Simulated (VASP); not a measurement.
# TlBSe2 (I4/mcm) in VASP: further runs

TlBSe2 is run at these levels: r2SCAN; tasks: single point.

All numbers are computed with VASP 6.6.1; they aren't measurements. Logs are shortened: lines on timing, memory, paths and dates and some standing lists are left out, and cuts for length are marked.

## Step 1: The cell of the first run

It takes space group I4/mcm (No. 140, tetragonal). Conventional cell: a = 7.778 Å, b = 7.778 Å, c = 6.198 Å, α = 90.00°, β = 90.00°, γ = 90.00°. Tl (site symmetry 422) has 2 Tl at 3.10 Å and 8 Se at 3.32 Å and 4 B at 3.89 Å within 4.1 Å. B (site symmetry -42m) has 4 Se at 2.32 Å and 2 B at 3.10 Å within 3.1 Å. Within 3.1 Å of Se (site symmetry m2m) lie 2 B at 2.32 Å.

## Step 2: Single point, r2SCAN

The input, POSCAR:

```
TlBSe2
1.0
    0.0000000000      0.0000000000      6.1976450000
    3.8888600000     -3.8888600000      3.0988220000
    3.8888600000      3.8888600000     -3.0988220000
Tl B Se
2 2 4
Direct
    0.2500000000      0.0000000000      0.0000000000
    0.7500000000      0.0000000000      0.0000000000
    0.7500000000      0.5000000000      0.5000000000
    0.2500000000      0.5000000000      0.5000000000
    0.6570000000      0.5000000000      0.8140000000
    0.1570000000      0.1860000000      0.5000000000
    0.3430000000      0.5000000000      0.1860000000
    0.8430000000      0.8140000000      0.5000000000
```

The input, INCAR.step1:

```
ALGO     = Normal         # electronic algorithm
EDIFF    = 1E-4           # SCF threshold, eV
ENCUT    = 520            # plane-wave cutoff, eV
GGA      = PE             # functional
ISMEAR   = -1             # smearing method
LASPH    = T              # aspherical terms in the spheres
LCHARG   = F              # write CHGCAR
LREAL    = F              # projectors in reciprocal space
LWAVE    = T              # write WAVECAR
NBANDS   = 38             # bands
NELM     = 60             # most SCF steps
PREC     = Accurate       # precision mode
SIGMA    = 0.1462         # smearing width, eV
```

The input, INCAR.step2:

```
ALGO     = Normal         # electronic algorithm
EDIFF    = 1E-7           # SCF threshold, eV
ENCUT    = 520            # plane-wave cutoff, eV
ISIF     = 2              # what is computed and relaxed
ISMEAR   = -1             # smearing method
ISTART   = 1            
LASPH    = T              # aspherical terms in the spheres
LCHARG   = F              # write CHGCAR
LMIXTAU  = T            
LREAL    = F              # projectors in reciprocal space
LWAVE    = F              # write WAVECAR
METAGGA  = R2SCAN         # meta-GGA
NBANDS   = 38             # bands
NELM     = 60             # most SCF steps
PREC     = Accurate       # precision mode
SIGMA    = 0.1462         # smearing width, eV
```

The input, KPOINTS:

```
k-points
0
Gamma
  4 4 4
```

Potentials or basis: VASP PAW PBE potentials, release 64 (Tl_d, B, Se).

Run with:

```sh
$ cat potpaw_PBE.64/Tl_d/POTCAR potpaw_PBE.64/B/POTCAR potpaw_PBE.64/Se/POTCAR > POTCAR
$ cp INCAR.step1 INCAR
$ mpirun -np 1 vasp_std > vasp.out
$ cp INCAR.step2 INCAR
$ mpirun -np 1 vasp_std > vasp.out
```

OUTCAR:

```text
EDIFF = 1E-7
   ENCUT = 520
   ISIF = 2
   ISMEAR = -1
   ISTART = 1
   LASPH = T
   LREAL = F
   METAGGA = R2SCAN
   NELM = 60
   PREC = Accurate

 ion  position               nearest neighbor table
   1  0.250  0.000  0.000-   2 3.10   2 3.10   7 3.32   6 3.32   7 3.32   6 3.32   8 3.32   5 3.32
                             8 3.32   5 3.32
   2  0.750  0.000  0.000-   1 3.10   1 3.10   8 3.32   5 3.32   5 3.32   8 3.32   6 3.32   7 3.32
                             7 3.32   6 3.32
   3  0.750  0.500  0.500-   5 2.32   8 2.32   7 2.32   6 2.32
   4  0.250  0.500  0.500-   6 2.32   7 2.32   5 2.32   8 2.32
   5  0.657  0.500  0.814-   3 2.32   4 2.32   2 3.32   2 3.32   1 3.32   1 3.32
   6  0.157  0.186  0.500-   4 2.32   3 2.32   1 3.32   1 3.32   2 3.32   2 3.32
   7  0.343  0.500  0.186-   4 2.32   3 2.32   1 3.32   1 3.32   2 3.32   2 3.32
   8  0.843  0.814  0.500-   3 2.32   4 2.32   2 3.32   2 3.32   1 3.32   1 3.32

  LATTYP: Found a body centered tetragonal cell.
 ALAT       =     7.7777200000
 C/A-ratio  =     0.7968459909

  Lattice vectors:

 A1 = (   3.8888600000,  -3.8888600000,  -3.0988230000)
 A2 = (  -3.8888600000,   3.8888600000,  -3.0988220000)
 A3 = (   3.8888600000,   3.8888600000,   3.0988230000)

Analysis of symmetry for initial positions (statically):
=====================================================================
 Subroutine PRICEL returns:
 Original cell was already a primitive cell.

 Routine SETGRP: Setting up the symmetry group for a
 body centered tetragonal supercell.

 Subroutine GETGRP returns: Found 16 space group operations
 (whereof  8 operations were pure point group operations)
 out of a pool of 16 trial point group operations.

The static configuration has the point symmetry C_4h.
 The point group associated with its full space group is D_4h.

Analysis of symmetry for dynamics (positions and initial velocities):
=====================================================================
 Subroutine PRICEL returns:
 Original cell was already a primitive cell.

 Routine SETGRP: Setting up the symmetry group for a
 body centered tetragonal supercell.

 Subroutine GETGRP returns: Found 16 space group operations
 (whereof  8 operations were pure point group operations)
 out of a pool of 16 trial point group operations.

The dynamic configuration has the point symmetry C_4h.
 The point group associated with its full space group is D_4h.

 Subroutine INISYM returns: Found 16 space group operations
 (whereof  8 operations are pure point group operations),
 and found     1 'primitive' translations

----------------------------------------------------------------------------------------

                                     Primitive cell

  volume of cell :     187.4568

  direct lattice vectors                    reciprocal lattice vectors
     0.000000000  0.000000000  6.197645000     0.000000000  0.128572363  0.161351610
     3.888860000 -3.888860000  3.098822000     0.128572384 -0.128572384  0.000000000
     3.888860000  3.888860000 -3.098822000     0.128572384  0.128572384  0.000000000

  length of vectors
     6.197645000  6.312619265  6.312619265     0.206313341  0.181828809  0.181828809

  position of ions in fractional coordinates (direct lattice)
     0.250000000  0.000000000  0.000000000
     0.750000000  0.000000000  0.000000000
     0.750000000  0.500000000  0.500000000
     0.250000000  0.500000000  0.500000000
     0.657000000  0.500000000  0.814000000
     0.157000000  0.186000000  0.500000000
     0.343000000  0.500000000  0.186000000
     0.843000000  0.814000000  0.500000000

  ion indices of the primitive-cell ions
   primitive index   ion index
                 1           1
                 2           2
                 3           3
                 4           4
                 5           5
                 6           6
                 7           7
                 8           8

----------------------------------------------------------------------------------------

 KPOINTS: k-points

Automatic generation of k-mesh.
 Grid dimensions read from file:
 generate k-points for:    4    4    4

 Generating k-lattice:

  Cartesian coordinates                     Fractional coordinates (reciprocal lattice)
     0.000000000  0.032143091  0.040337903     0.250000000 -0.000000000  0.000000000
     0.032143096 -0.032143096  0.000000000     0.000000000  0.250000000  0.000000000
     0.032143096  0.032143096  0.000000000     0.000000000  0.000000000  0.250000000

  Length of vectors
     0.051578335  0.045457202  0.045457202

  Shift w.r.t. Gamma in fractional coordinates (k-lattice)
     0.000000000  0.000000000  0.000000000

 Subroutine IBZKPT returns following result:
 ===========================================

 Found     13 irreducible k-points:

 Following reciprocal coordinates:
            Coordinates               Weight
  0.000000  0.000000  0.000000      1.000000
  0.250000 -0.000000  0.000000      8.000000
  0.500000 -0.000000  0.000000      4.000000
  0.000000  0.250000  0.000000      4.000000
  0.500000  0.250000  0.000000      8.000000
 -0.250000  0.250000  0.000000     16.000000
  0.000000  0.500000  0.000000      2.000000
  0.000000  0.250000  0.250000      4.000000
  0.500000  0.250000  0.250000      2.000000
  0.000000  0.500000  0.250000      4.000000
  0.250000  0.500000  0.250000      8.000000
  0.500000 -0.250000  0.250000      2.000000
  0.000000  0.500000  0.500000      1.000000
   k-points           NKPTS =     13   k-points in BZ     NKDIM =     13   number of bands    NBANDS=     38
   number of dos      NEDOS =    301   number of ions     NIONS =      8
   total plane-waves  NPLWV = 110592
   dimension x,y,z NGX =    48 NGY =   48 NGZ =   48
   dimension x,y,z NGXF=    96 NGYF=   96 NGZF=   96
   ions per type =               2   2   4
   NGX,Y,Z   is equivalent  to a cutoff of  12.88, 12.64, 12.64 a.u.
   NGXF,Y,Z  is equivalent  to a cutoff of  25.75, 25.28, 25.28 a.u.
 SYSTEM =  unknown system
   PREC   = accura    normal or accurate (medium, high low for compatibility)
   ISTART =      1    job   : 0-new  1-cont  2-samecut
   ICHARG =      0    charge: 1-file 2-atom 10-const
   ISPIN  =      1    spin polarized calculation?
   LNONCOLLINEAR =      F non collinear calculations
   LSORBIT =      F    spin-orbit coupling
   LASPH  =      T    aspherical Exc in radial PAW
   ENCUT  =  520.0 eV  38.22 Ry    6.18 a.u.  11.52 11.74 11.74*2*pi/ulx,y,z
   NELM   =     60;   NELMIN=  2; NELMDL=  0     # of ELM steps
   EDIFF  = 0.1E-06   stopping-criterion for ELM
   LREAL  =      F    real-space projection
   EDIFFG = 0.1E-05   stopping-criterion for IOM
   NSW    =      0    number of steps for IOM
   IBRION =     -1    ionic relax: 0-MD 1-quasi-New 2-CG
   NFREE  =      0    steps in history (QN), initial steepest desc. (CG)
   ISIF   =      2    stress and relaxation
   ISYM   =      2    0-nonsym 1-usesym 2-fastsym
   POTIM  = 0.5000    time-step for ionic-motion
   TEBEG  =    0.0;   TEEND  =   0.0 temperature during run
   PSTRESS=    0.0 pullay stress
   NELECT =      56.0000    total number of electrons
   NUPDOWN=      -1.0000    fix difference up-down
   EMIN   =  10.00;   EMAX   =-10.00  energy-range for DOS
   EFERMI =   0.00;   METHOD = LEGACY
   ISMEAR =    -1;   SIGMA  =   0.15  broadening in eV -4-tet -1-fermi 0-gaus
   EFERMI_NEDOS =   21; number of points for ismear=-14 and -15
   IALGO  =     38    algorithm
   IMIX   =      4    mixing-type and parameters
     AMIX     =   0.40;   BMIX     =  1.00
     AMIX_MAG =   1.60;   BMIX_MAG =  1.00
  volume/ion in A,a.u.               =      23.43       158.13
  Fermi-wavevector in a.u.,A,eV,Ry     =   1.094386  2.068089 16.295426  1.197680
  Thomas-Fermi vector in A             =   2.230689
   LORBIT       =      0    0 simple, 1 ext, 2 COOP (PROOUT), +10 PAW based schemes
   METAGGA = R2SCAN    functional components
   LHFCALC =     F    Hartree Fock is set to
   AEXX    =    0.0000 exact exchange contribution
   IVDW    =     0    specifies the selected vdW correction
   LEPSILON=     F    determine dielectric tensor
   LRPA    =     F    only Hartree local field effects (RPA)
 non-spin polarized calculation
  energy-cutoff  :      520.00
  volume of cell :      187.46
 maximum number of plane-waves:      5111
 NGX is ok and might be reduce to    48
   NGX = 23   NGY = 23   NGZ = 23

 number of electron      55.9999998 magnetization

 Free energy of the ion-electron system (eV)
  ---------------------------------------------------
  ext. energy  EPLUGINS =         0.00000000
  ---------------------------------------------------
  free energy    TOTEN  =      -178.41420205 eV

  energy without entropy =     -178.39804838  energy(sigma->0) =     -178.40612522

 E-fermi :   3.9564     XC(G=0):  -9.9550

 val. band max:        3.7318858717   @ k =   0.0000   0.5000   0.5000
 cond. band min:       4.1724205754   @ k =   0.0000   0.5000   0.5000
 fundamental gap:      0.4405347038
 Fermi energy:         3.9564135284

 k-point     1 :       0.0000    0.0000    0.0000
  band No.  band energies     occupation
      1     -10.8730      2.00000
      2      -9.5802      2.00000
      3      -9.1896      2.00000
      4      -9.1896      2.00000
      5      -8.4179      2.00000
      6      -7.8020      2.00000
[... 30 lines left out ...]
     37       9.0782      0.00000
     38       9.7328      0.00000

 k-point     2 :       0.2500   -0.0000    0.0000
  band No.  band energies     occupation
      1     -10.6542      2.00000
      2      -9.7126      2.00000
      3      -9.2579      2.00000
      4      -9.2506      2.00000
      5      -8.2525      2.00000
      6      -7.8184      2.00000
[... 30 lines left out ...]
     37       8.5418      0.00000
     38       8.6971      0.00000
[... 408 lines left out ...]
     37       8.5797      0.00000
     38       8.7975      0.00000

 k-point    13 :       0.0000    0.5000    0.5000
  band No.  band energies     occupation
      1     -10.3341      2.00000
      2      -9.4860      2.00000
      3      -9.4834      2.00000
      4      -9.4834      2.00000
      5      -8.4172      2.00000
      6      -7.9737      2.00000
[... 30 lines left out ...]
     37       7.8898      0.00000
     38       7.8898      0.00000

------------------------ aborting loop because EDIFF is reached ----------------------------------------

  FORCE on cell =-STRESS in cart. coord.  units (eV):
  Direction    XX          YY          ZZ          XY          YZ          ZX
  --------------------------------------------------------------------------------------
  -------------------------------------------------------------------------------------
  Total       -5.9432735     -5.9432735    -12.5956125      0.0000000     -0.0000008     -0.0000000
  in kB      -50.7966407    -50.7966407   -107.6536014      0.0000000     -0.0000065     -0.0000000
  external PRESSURE =     -69.7489610 kB  Pullay stress =       0.0000000 kB

 VOLUME and BASIS-vectors are now :
 -----------------------------------------------------------------------------
  energy-cutoff  :      520.00
  volume of cell :      187.46
      direct lattice vectors                 reciprocal lattice vectors
     0.000000000  0.000000000  6.197645000     0.000000000  0.128572363  0.161351610
     3.888860000 -3.888860000  3.098822000     0.128572384 -0.128572384  0.000000000
     3.888860000  3.888860000 -3.098822000     0.128572384  0.128572384  0.000000000

 POSITION                                       TOTAL-FORCE (eV/Angst)
 -----------------------------------------------------------------------------------
      0.00000      0.00000      1.54941         0.000000      0.000000      0.000000
      0.00000      0.00000      4.64823        -0.000000      0.000000      0.000000
      3.88886      0.00000      4.64823         0.000000      0.000000      0.000000
      3.88886      0.00000      1.54941        -0.000000      0.000000      0.000000
      5.10996      1.22110      3.09882        -1.870583     -1.870583     -0.000000
      2.66776      1.22110      0.00000         1.870583     -1.870583     -0.000000
      2.66776     -1.22110      3.09882         1.870583      1.870583      0.000000
      5.10996     -1.22110      6.19764        -1.870583      1.870583      0.000000
 -----------------------------------------------------------------------------------
    total drift:                               -0.000000     -0.000000      0.000000

  FREE ENERGIE OF THE ION-ELECTRON SYSTEM (eV)
  ---------------------------------------------------
  free  energy   TOTEN  =      -178.4142020548 eV

  energy  without entropy=     -178.3980483821  energy(sigma->0) =     -178.40612522
```

It took 5.3 min on 1 thread of Intel Xeon Platinum 8259CL at 2.50GHz (Skylake/Cascade Lake), shared host; peak memory 0.41 GiB.

Results:

```yaml
Free_energy: -178.4142 eV
Pressure: -7.0 GPa
Largest_force: 2.645 eV/Å
Band_gap_on_the_k_mesh: 0.44 eV, direct
```

Forces in eV/Å, atoms in the order of the input:
```
Tl   0.000  0.000  0.000
Tl   0.000  0.000  0.000
B    0.000  0.000  0.000
B    0.000  0.000  0.000
Se  -1.871 -1.871  0.000
Se   1.871 -1.871  0.000
Se   1.871  1.871  0.000
Se  -1.871  1.871  0.000
```

Stress tensor (GPa, compression positive):
```
 -5.08   0.00   0.00
  0.00  -5.08   0.00
  0.00   0.00 -10.77
```

Caveat: the PAW data sets were made with another functional, which shifts forces and pressure a little; spin-orbit coupling is left out, which moves the levels of the heavy elements.

## Step 3: Single point, r2SCAN

POSCAR is that of step 2.

The input, INCAR.step1:

```
SYSTEM = TlBSe2
PREC     = Accurate       ! precision mode
ENCUT    = 520            ! plane-wave cutoff, eV
ISMEAR   = -1             ! smearing method
SIGMA    = 0.1462         ! smearing width, eV
LREAL    = .FALSE.        ! projectors in reciprocal space
LASPH    = .TRUE.         ! aspherical terms in the spheres
NELM     = 60             ! most SCF steps
NBANDS   = 38             ! bands
GGA      = PE             ! functional
ALGO     = Normal         ! electronic algorithm
EDIFF    = 1E-4           ! SCF threshold, eV
LWAVE    = .TRUE.         ! write WAVECAR
LCHARG   = .FALSE.        ! write CHGCAR
```

The input, INCAR.step2:

```
SYSTEM = TlBSe2
PREC     = Accurate       ! precision mode
ENCUT    = 520            ! plane-wave cutoff, eV
EDIFF    = 1E-6           ! SCF threshold, eV
ISMEAR   = -1             ! smearing method
SIGMA    = 0.1462         ! smearing width, eV
LREAL    = .FALSE.        ! projectors in reciprocal space
LASPH    = .TRUE.         ! aspherical terms in the spheres
NELM     = 60             ! most SCF steps
ALGO     = Normal         ! electronic algorithm
ISIF     = 2              ! what is computed and relaxed
LWAVE    = .FALSE.        ! write WAVECAR
LCHARG   = .FALSE.        ! write CHGCAR
METAGGA  = R2SCAN         ! meta-GGA
LMIXTAU  = .TRUE.       
NBANDS   = 38             ! bands
ISTART   = 1
```

The input, KPOINTS:

```
Automatic mesh
0
G
  4 4 4
  0 0 0
```

Potentials or basis: VASP PAW PBE potentials, release 64 (Tl_d, B, Se).

Run with:

```sh
$ cat potpaw_PBE.64/Tl_d/POTCAR potpaw_PBE.64/B/POTCAR potpaw_PBE.64/Se/POTCAR > POTCAR
$ cp INCAR.step1 INCAR
$ mpirun -np 1 vasp_std > vasp.out
$ cp INCAR.step2 INCAR
$ mpirun -np 1 vasp_std > vasp.out
```

Run time: 5.6 min. Hardware: 1 thread of Intel Xeon Platinum 8259CL at 2.50GHz (Skylake/Cascade Lake), shared host; peak memory 0.41 GiB.

The run converged. Its results:

```
Free energy            : -178.4142 eV
Pressure               : -7.0 GPa
Largest force          : 2.645 eV/Å
Band gap on the k mesh : 0.44 eV, direct
```

Forces on the atoms (eV/Å):
```
Tl   0.000  0.000  0.000
Tl   0.000  0.000  0.000
B    0.000  0.000  0.000
B    0.000  0.000  0.000
Se  -1.871 -1.871  0.000
Se   1.871 -1.871  0.000
Se   1.871  1.871  0.000
Se  -1.871  1.871  0.000
```

Stress tensor (GPa, compression positive):
```
 -5.08   0.00   0.00
  0.00  -5.08   0.00
  0.00   0.00 -10.77
```

Levels at points of the mesh, in eV from the valence-band top:
| k point | band 25 | band 26 | band 27 | band 28 | band 29 | band 30 | band 31 | band 32 |
| --- | --- | --- | --- | --- | --- | --- | --- | --- |
| (0.00, 0.00, 0.00) | -1.69 | -1.49 | -1.41 | -1.41 | 2.87 | 3.01 | 3.03 | 3.24 |
| (0.50, 0.00, 0.00) | -1.52 | -1.52 | -1.20 | -1.20 | 1.54 | 1.54 | 3.40 | 3.40 |
| (0.00, 0.50, 0.00) | -2.10 | -1.25 | -1.12 | -1.00 | 1.04 | 1.24 | 2.26 | 3.11 |
| (0.00, 0.50, 0.50) | -2.31 | -2.31 | -0.96 | 0.00 | 0.44 | 2.18 | 3.08 | 3.30 |

Caveat: the PAW data sets were made with another functional, which shifts forces and pressure a little; spin-orbit coupling is left out, which moves the levels of the heavy elements.
